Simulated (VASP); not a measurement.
Runs of VASP 6.6.1 on GaN. The structure is that of space group Fm-3m (No. 225), or close to it. The cells are those of the table. 

```csv
cell,gap on the mesh (eV),pressure (GPa)
"a = 3.098 Å, angles 60.0°, 2 atoms",none,(a)
"a = 3.020 Å, angles 60.0°, 2 atoms",0.35,-7.2
"a = 2.979 Å, angles 60.0°, 2 atoms",(b),1.4
"a = 3.059 Å, angles 60.0°, 2 atoms",-,-14.0
"a = 2.937 Å, angles 60.0°, 2 atoms",(c),12.6
```

Alike in all rows: task single point; level PBEsol; potentials or basis VASP PAW PBE potentials, release 64 (Ga_d, N); no spin polarisation; k mesh 8 × 8 × 8; cutoff (eV) 600; smearing fermi-dirac 0.1 eV.

Task: Estimate the missing entries.

Result: (a) -19.6; (b) 0.59; (c) 0.86.

Caveats: the PAW data sets were made with another functional, which shifts forces and pressure a little.

A k mesh can miss the band edges, and the runs leave out spin-orbit coupling on Ga.

A gap of «none» marks levels without a gap at the run's occupations.
